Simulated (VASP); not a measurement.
# Sn (I4/mmm) in VASP: a series of runs, part 2 of 3

VASP 6.6.1. Earlier steps stand in the parts before.

## Step 3: Single point, PBEsol (strain +0.000 along x and y, +0.040 along z)

INCAR reads:

```
SYSTEM = Sn
ALGO = Fast ; EDIFF = 1E-6
ENCUT = 520 ; GGA = PS
ISIF = 2 ; ISMEAR = 0
LASPH = .True. ; LCHARG = .False.
LREAL = .False. ; LWAVE = .False.
NBANDS = 13 ; NELM = 60
PREC = Accurate ; SIGMA = 0.15
```

KPOINTS reads:

```
k-points
0
Gamma
  18 18 18
  0 0 0
```

POSCAR reads:

```
Sn
1.0
   -1.8946518192      1.8946518192      1.9704378920
    1.8946518192     -1.8946518192      1.9704378920
    1.8946518192      1.8946518192     -1.9704378920
Sn
1
Direct
    0.0000000000      0.0000000000      0.0000000000
```

Potentials or basis: VASP PAW PBE potentials, release 64 (Sn_d).

Started as:

```sh
> cat potpaw_PBE.64/Sn_d/POTCAR > POTCAR
> mpirun -np 1 vasp_std > vasp.out
```

OUTCAR:

```text
SYSTEM = Sn
   EDIFF = 1E-6
   ENCUT = 520
   GGA = PS
   ISIF = 2
   ISMEAR = 0
   LASPH = .True.
   LREAL = .False.
   NELM = 60
   PREC = Accurate

 ion  position               nearest neighbor table
   1  0.000  0.000  0.000-

  LATTYP: Found a body centered tetragonal cell.
 ALAT       =     3.7893036384
 C/A-ratio  =     1.0400000000

  Lattice vectors:

 A1 = (  -1.8946518192,   1.8946518192,   1.9704378920)
 A2 = (   1.8946518192,  -1.8946518192,   1.9704378920)
 A3 = (   1.8946518192,   1.8946518192,  -1.9704378920)

Analysis of symmetry for initial positions (statically):
=====================================================================
 Subroutine PRICEL returns:
 Original cell was already a primitive cell.

 Routine SETGRP: Setting up the symmetry group for a
 body centered tetragonal supercell.

 Subroutine GETGRP returns: Found 16 space group operations
 (whereof 16 operations were pure point group operations)
 out of a pool of 16 trial point group operations.

The static configuration has the point symmetry D_4h.

Analysis of symmetry for dynamics (positions and initial velocities):
=====================================================================
 Subroutine PRICEL returns:
 Original cell was already a primitive cell.

 Routine SETGRP: Setting up the symmetry group for a
 body centered tetragonal supercell.

 Subroutine GETGRP returns: Found 16 space group operations
 (whereof 16 operations were pure point group operations)
 out of a pool of 16 trial point group operations.

The dynamic configuration has the point symmetry D_4h.

 Subroutine INISYM returns: Found 16 space group operations
 (whereof 16 operations are pure point group operations),
 and found     1 'primitive' translations

----------------------------------------------------------------------------------------

[... 117 lines left out ...]
   AEXX    =    0.0000 exact exchange contribution
   IVDW    =     0    specifies the selected vdW correction
   LEPSILON=     F    determine dielectric tensor
   LRPA    =     F    only Hartree local field effects (RPA)
 non-spin polarized calculation
 RMM-DIIS sequential band-by-band and
 Gauss-broadening in eV      SIGMA  =   0.15
  energy-cutoff  :      520.00
  volume of cell :       28.29
 maximum number of plane-waves:       773
 NGX is ok and might be reduce to    28
   NGX = 13   NGY = 13   NGZ = 13

 number of electron      14.0000003 magnetization

 Free energy of the ion-electron system (eV)
  ---------------------------------------------------
  ext. energy  EPLUGINS =         0.00000000
  ---------------------------------------------------
  free energy    TOTEN  =        -4.20914106 eV

  energy without entropy =       -4.20311755  energy(sigma->0) =       -4.20612930

 E-fermi :   7.4611     XC(G=0): -10.3185

 val. band max:        7.4607492090   @ k =   0.5000   0.2778   0.0000
 cond. band min:       7.4782301967   @ k =  -0.2222  -0.3333   0.2222
 fundamental gap:      0.0174809877
 Fermi energy:         7.4610605471

 k-point     1 :       0.0000    0.0000    0.0000
  band No.  band energies     occupation
      1     -13.9759      2.00000
      2     -13.9759      2.00000
      3     -13.9683      2.00000
      4     -13.8601      2.00000
      5     -13.8421      2.00000
      6      -3.3604      2.00000
      7      14.9136      0.00000
      8      15.0868      0.00000
      9      15.0868      0.00000
     10      19.1755      0.00000
     11      19.6800      0.00000
     12      19.6883      0.00000
     13      19.6956      0.00000
[... 354 lines left out ...]
  band No.  band energies     occupation
      1     -13.9829      2.00000
      2     -13.9593      2.00000
      3     -13.9060      2.00000
      4     -13.8683      2.00000
      5     -13.8493      2.00000
      6      -2.5156      2.00000
      7      10.4024      0.00000
      8      12.9161      0.00000
      9      13.9173      0.00000
     10      17.0885      0.00000
     11      17.4566      0.00000
     12      18.7878      0.00000
     13      21.4561      0.00000

 [... further k-points ...]

------------------------ aborting loop because EDIFF is reached ----------------------------------------

  FORCE on cell =-STRESS in cart. coord.  units (eV):
  Direction    XX          YY          ZZ          XY          YZ          ZX
  --------------------------------------------------------------------------------------
  -------------------------------------------------------------------------------------
  Total       -0.6661037     -0.6661037     -0.5494985      0.0000000     -0.0000000      0.0000000
  in kB      -37.7199302    -37.7199302    -31.1168406      0.0000000     -0.0000000      0.0000000
  external PRESSURE =     -35.5189004 kB  Pullay stress =       0.0000000 kB

 VOLUME and BASIS-vectors are now :
 -----------------------------------------------------------------------------
  energy-cutoff  :      520.00
  volume of cell :       28.29
      direct lattice vectors                 reciprocal lattice vectors
    -1.894651819  1.894651819  1.970437892     0.000000000  0.263900731  0.253750703
     1.894651819 -1.894651819  1.970437892     0.263900731  0.000000000  0.253750703
     1.894651819  1.894651819 -1.970437892     0.263900731  0.263900731  0.000000000

 POSITION                                       TOTAL-FORCE (eV/Angst)
 -----------------------------------------------------------------------------------
      0.00000      0.00000      0.00000         0.000000     -0.000000      0.000000
 -----------------------------------------------------------------------------------
    total drift:                               -0.000000     -0.000000     -0.000000

  FREE ENERGIE OF THE ION-ELECTRON SYSTEM (eV)
  ---------------------------------------------------
  free  energy   TOTEN  =        -4.2091410559 eV

  energy  without entropy=       -4.2031175466  energy(sigma->0) =       -4.20612930
```

OSZICAR:

```text
N       E                     dE             d eps       ncg     rms          rms(c)
DAV:   1     0.806901654873E+02    0.80690E+02   -0.71857E+03 12878   0.157E+03
DAV:   2     0.148203547810E+01   -0.79208E+02   -0.76856E+02 13240   0.339E+02
DAV:   3    -0.410749572418E+01   -0.55895E+01   -0.55698E+01 14999   0.732E+01
DAV:   4    -0.422432166066E+01   -0.11683E+00   -0.11680E+00 14628   0.113E+01
DAV:   5    -0.422838579078E+01   -0.40641E-02   -0.40640E-02 16296   0.207E+00    0.125E+00
RMM:   6    -0.421345996211E+01    0.14926E-01   -0.14878E-02 15757   0.161E+00    0.698E-01
RMM:   7    -0.420929731384E+01    0.41626E-02   -0.10071E-02 15536   0.119E+00    0.113E-01
RMM:   8    -0.420910191870E+01    0.19540E-03   -0.85884E-04 17227   0.437E-01    0.272E-02
RMM:   9    -0.420913789747E+01   -0.35979E-04   -0.36262E-04 19181   0.176E-01    0.235E-02
RMM:  10    -0.420913930409E+01   -0.14066E-05   -0.57727E-05 16521   0.113E-01    0.602E-03
RMM:  11    -0.420914049602E+01   -0.11919E-05   -0.29355E-05 19538   0.561E-02    0.747E-03
RMM:  12    -0.420914105585E+01   -0.55984E-06   -0.48322E-06 13496   0.217E-02
   1 F= -.42091411E+01 E0= -.42061293E+01  d E =-.602351E-02
```

It took 75 s on 1 thread of Intel Xeon 6975P-C (Granite Rapids), shared host; peak memory 0.28 GiB.

What came out:

* Free energy: -4.2091 eV
* Pressure: -3.6 GPa
* Band gap on the k mesh: zero (band 7 reaches 14.91 eV, above the bottom of band 8 at 5.15 eV)

Levels at points of the mesh, in eV from the Fermi level:
```
           k point  band 4  band 5  band 6  band 7  band 8  band 9  band 10  band 11
(0.00, 0.00, 0.00)  -21.32  -21.30  -10.82    7.45    7.63    7.63    11.71    12.22
(0.50, 0.00, 0.00)  -21.31  -21.24   -6.47   -4.27    3.62    5.49     7.92     8.34
(0.50, 0.50, 0.00)  -21.31  -21.23   -6.23   -4.16    3.17    4.85     7.35     7.73
(0.50, 0.50, 0.50)  -21.25  -21.25   -2.77   -0.90   -0.20   -0.20     3.72     4.02
```

Caveat: the cell differs from its parent crystal (strain +0.000 along x and y, +0.040 along z); the PAW data sets were made with another functional, which shifts forces and pressure a little; spin-orbit coupling is left out, which moves the levels of the heavy elements.

## Step 4: Single point, PBEsol (strain +0.040 along x and y, +0.000 along z)

INCAR reads:

```
SYSTEM = Sn
PREC = Accurate
ENCUT = 520
EDIFF = 1E-6
ISMEAR = 0
SIGMA = 0.15
LREAL = .FALSE.
LASPH = .TRUE.
NELM = 100
ALGO = Fast
ISIF = 2
LWAVE = .FALSE.
LCHARG = .FALSE.
GGA = PS
NBANDS = 13
```

KPOINTS reads:

```
regular mesh
0
G
  18 18 18
  0 0 0
```

POSCAR reads:

```
Sn
1.0
   -1.9704378920      1.9704378920      1.8946518192
    1.9704378920     -1.9704378920      1.8946518192
    1.9704378920      1.9704378920     -1.8946518192
Sn
1
Direct
    0.0000000000      0.0000000000      0.0000000000
```

Potentials or basis: VASP PAW PBE potentials, release 64 (Sn_d).

Started as:

```sh
> cat potpaw_PBE.64/Sn_d/POTCAR > POTCAR
> mpirun -np 1 vasp_std > vasp.out
```

OUTCAR:

```text
SYSTEM = Sn
   PREC = Accurate
   ENCUT = 520
   EDIFF = 1E-6
   ISMEAR = 0
   LREAL = .FALSE.
   LASPH = .TRUE.
   NELM = 100
   ISIF = 2
   GGA = PS

 ion  position               nearest neighbor table
   1  0.000  0.000  0.000-

  LATTYP: Found a body centered tetragonal cell.
 ALAT       =     3.9408757840
 C/A-ratio  =     0.9615384615

  Lattice vectors:

 A1 = (  -1.9704378920,   1.9704378920,   1.8946518192)
 A2 = (   1.9704378920,  -1.9704378920,   1.8946518192)
 A3 = (   1.9704378920,   1.9704378920,  -1.8946518192)

Analysis of symmetry for initial positions (statically):
=====================================================================
 Subroutine PRICEL returns:
 Original cell was already a primitive cell.

 Routine SETGRP: Setting up the symmetry group for a
 body centered tetragonal supercell.

 Subroutine GETGRP returns: Found 16 space group operations
 (whereof 16 operations were pure point group operations)
 out of a pool of 16 trial point group operations.

The static configuration has the point symmetry D_4h.

Analysis of symmetry for dynamics (positions and initial velocities):
=====================================================================
 Subroutine PRICEL returns:
 Original cell was already a primitive cell.

 Routine SETGRP: Setting up the symmetry group for a
 body centered tetragonal supercell.

 Subroutine GETGRP returns: Found 16 space group operations
 (whereof 16 operations were pure point group operations)
 out of a pool of 16 trial point group operations.

The dynamic configuration has the point symmetry D_4h.

 Subroutine INISYM returns: Found 16 space group operations
 (whereof 16 operations are pure point group operations),
 and found     1 'primitive' translations

----------------------------------------------------------------------------------------

                                     Primitive cell

  volume of cell :      29.4249

  direct lattice vectors                    reciprocal lattice vectors
    -1.970437892  1.970437892  1.894651819     0.000000000  0.253750703  0.263900731
[... 114 lines left out ...]
   LRPA    =     F    only Hartree local field effects (RPA)
 non-spin polarized calculation
 RMM-DIIS sequential band-by-band and
 Gauss-broadening in eV      SIGMA  =   0.15
  energy-cutoff  :      520.00
  volume of cell :       29.42
 maximum number of plane-waves:       811
 NGX is ok and might be reduce to    28
   NGX = 13   NGY = 13   NGZ = 13

 number of electron      14.0000003 magnetization

 Free energy of the ion-electron system (eV)
  ---------------------------------------------------
  ext. energy  EPLUGINS =         0.00000000
  ---------------------------------------------------
  free energy    TOTEN  =        -4.17920252 eV

  energy without entropy =       -4.17308868  energy(sigma->0) =       -4.17614560

 E-fermi :   7.0032     XC(G=0): -10.1386

 val. band max:        7.0012328941   @ k =  -0.3333  -0.3889   0.2778
 cond. band min:       7.0075998808   @ k =  -0.2222  -0.3889   0.0556
 fundamental gap:      0.0063669866
 Fermi energy:         7.0031907283

 k-point     1 :       0.0000    0.0000    0.0000
  band No.  band energies     occupation
      1     -14.4126      2.00000
      2     -14.4049      2.00000
      3     -14.4049      2.00000
      4     -14.3076      2.00000
      5     -14.2909      2.00000
      6      -3.5405      2.00000
      7      14.1589      0.00000
      8      14.1589      0.00000
      9      14.4035      0.00000
     10      18.7082      0.00000
     11      18.8310      0.00000
     12      18.8312      0.00000
     13      19.3016      0.00000
[... 354 lines left out ...]
  band No.  band energies     occupation
      1     -14.4185      2.00000
      2     -14.3924      2.00000
      3     -14.3478      2.00000
      4     -14.3124      2.00000
      5     -14.2987      2.00000
      6      -2.7236      2.00000
      7      10.0591      0.00000
      8      11.9364      0.00000
      9      13.1259      0.00000
     10      16.1349      0.00000
     11      16.8436      0.00000
     12      18.7525      0.00000
     13      20.8750      0.00000

 [... further k-points ...]

------------------------ aborting loop because EDIFF is reached ----------------------------------------

  FORCE on cell =-STRESS in cart. coord.  units (eV):
  Direction    XX          YY          ZZ          XY          YZ          ZX
  --------------------------------------------------------------------------------------
  -------------------------------------------------------------------------------------
  Total       -0.8568348     -0.8568348     -0.9863997      0.0000000      0.0000000      0.0000000
  in kB      -46.6544163    -46.6544163    -53.7091933      0.0000000      0.0000000      0.0000000
  external PRESSURE =     -49.0060087 kB  Pullay stress =       0.0000000 kB

 VOLUME and BASIS-vectors are now :
 -----------------------------------------------------------------------------
  energy-cutoff  :      520.00
  volume of cell :       29.42
      direct lattice vectors                 reciprocal lattice vectors
    -1.970437892  1.970437892  1.894651819     0.000000000  0.253750703  0.263900731
     1.970437892 -1.970437892  1.894651819     0.253750703  0.000000000  0.263900731
     1.970437892  1.970437892 -1.894651819     0.253750703  0.253750703  0.000000000

 POSITION                                       TOTAL-FORCE (eV/Angst)
 -----------------------------------------------------------------------------------
      0.00000      0.00000      0.00000         0.000000     -0.000000     -0.000000
 -----------------------------------------------------------------------------------
    total drift:                               -0.000000     -0.000000     -0.000000

  FREE ENERGIE OF THE ION-ELECTRON SYSTEM (eV)
  ---------------------------------------------------
  free  energy   TOTEN  =        -4.1792025192 eV

  energy  without entropy=       -4.1730886831  energy(sigma->0) =       -4.17614560
```

OSZICAR:

```text
N       E                     dE             d eps       ncg     rms          rms(c)
DAV:   1     0.807402218716E+02    0.80740E+02   -0.71803E+03 12726   0.156E+03
DAV:   2     0.156874078215E+01   -0.79171E+02   -0.76823E+02 13280   0.336E+02
DAV:   3    -0.407334711609E+01   -0.56421E+01   -0.56216E+01 14822   0.735E+01
DAV:   4    -0.419312540619E+01   -0.11978E+00   -0.11975E+00 14741   0.115E+01
DAV:   5    -0.419737070091E+01   -0.42453E-02   -0.42452E-02 16448   0.210E+00    0.116E+00
RMM:   6    -0.418316518909E+01    0.14206E-01   -0.14771E-02 15728   0.160E+00    0.650E-01
RMM:   7    -0.417933660590E+01    0.38286E-02   -0.99486E-03 15523   0.117E+00    0.108E-01
RMM:   8    -0.417916254292E+01    0.17406E-03   -0.84677E-04 17132   0.443E-01    0.268E-02
RMM:   9    -0.417919889593E+01   -0.36353E-04   -0.35876E-04 18928   0.177E-01    0.217E-02
RMM:  10    -0.417920022556E+01   -0.13296E-05   -0.59985E-05 16668   0.116E-01    0.396E-03
RMM:  11    -0.417920187038E+01   -0.16448E-05   -0.31851E-05 19750   0.569E-02    0.754E-03
RMM:  12    -0.417920251916E+01   -0.64878E-06   -0.43621E-06 13305   0.208E-02
   1 F= -.41792025E+01 E0= -.41761456E+01  d E =-.611384E-02
```

Wall time 76 s (1 thread of Intel Xeon 6975P-C (Granite Rapids), shared host); peak memory 0.29 GiB.

Results:

```yaml
Free_energy: -4.1792 eV
Pressure: -4.9 GPa
Band_gap_on_the_k_mesh: zero (band 7 reaches 14.16 eV, above the bottom of band 8 at 4.83 eV)
```

Stress tensor (GPa, compression positive):
```
-4.67  0.00  0.00
 0.00 -4.67  0.00
 0.00  0.00 -5.37
```

Levels at points of the mesh, in eV from the Fermi level:
```
           k point  band 3  band 4  band 5  band 6  band 7  band 8  band 9  band 10  band 11  band 12
(0.00, 0.00, 0.00)  -21.41  -21.31  -21.29  -10.54    7.16    7.16    7.40    11.71    11.83    11.83
(0.50, 0.00, 0.00)  -21.31  -21.30  -21.23   -6.27   -4.00    3.20    4.93     7.34     7.81    14.32
(0.50, 0.50, 0.00)  -21.32  -21.31  -21.24   -6.50   -4.10    3.65    5.56     7.90     8.43    13.63
(0.50, 0.50, 0.50)  -21.26  -21.25  -21.25   -2.97   -0.61   -0.61    0.08     3.70     4.08    17.82
```

Caveat: the cell differs from its parent crystal (strain +0.040 along x and y, +0.000 along z); the PAW data sets were made with another functional, which shifts forces and pressure a little; spin-orbit coupling is left out, which moves the levels of the heavy elements.

## Step 5: Single point, PBEsol (strain +0.040 along x and y, +0.080 along z)

INCAR reads:

```
  PREC = Accurate
  ENCUT = 520
  EDIFF = 1E-7
  ISMEAR = 0
  SIGMA = 0.15
  LREAL = F
  LASPH = T
  NELM = 100
  ALGO = Fast
  ISIF = 2
  LWAVE = F
  LCHARG = F
  GGA = PS
  NBANDS = 13
```

KPOINTS reads:

```
Automatic mesh
0
Gamma
  18 18 18
```

POSCAR reads:

```
Sn
1.0
   -1.9704378920      1.9704378920      2.0462239647
    1.9704378920     -1.9704378920      2.0462239647
    1.9704378920      1.9704378920     -2.0462239647
Sn
1
Direct
    0.0000000000      0.0000000000      0.0000000000
```

Started as:

```sh
> cat potpaw_PBE.64/Sn_d/POTCAR > POTCAR
> mpirun -np 1 vasp_std > vasp.out
```

Run time: 99 s. Hardware: 1 thread of Intel Xeon 6975P-C (Granite Rapids), shared host; peak memory 0.3 GiB.

The run converged. Its results:

```yaml
Free_energy: -4.0909 eV
Pressure: -6.9 GPa
Band_gap_on_the_k_mesh: zero (band 7 reaches 12.70 eV, above the bottom of band 8 at 4.21 eV)
```

Stress tensor (GPa, compression positive):
```
-7.11  0.00  0.00
 0.00 -7.11  0.00
 0.00  0.00 -6.55
```

Levels at points of the mesh, in eV from the Fermi level:
| k point | band 4 | band 5 | band 6 | band 7 | band 8 | band 9 | band 10 | band 11 |
| --- | --- | --- | --- | --- | --- | --- | --- | --- |
| (0.00, 0.00, 0.00) | -21.33 | -21.32 | -10.07 | 6.51 | 6.64 | 6.64 | 11.46 | 11.46 |
| (0.50, 0.00, 0.00) | -21.33 | -21.28 | -6.37 | -3.72 | 3.22 | 5.01 | 7.28 | 7.95 |
| (0.50, 0.50, 0.00) | -21.32 | -21.27 | -6.18 | -3.63 | 2.85 | 4.47 | 6.80 | 7.40 |
| (0.50, 0.50, 0.50) | -21.28 | -21.28 | -3.36 | -0.72 | -0.13 | -0.13 | 3.76 | 4.02 |

Caveat: the cell differs from its parent crystal (strain +0.040 along x and y, +0.080 along z); the PAW data sets were made with another functional, which shifts forces and pressure a little; spin-orbit coupling is left out, which moves the levels of the heavy elements.

[end of part 2 of 3]
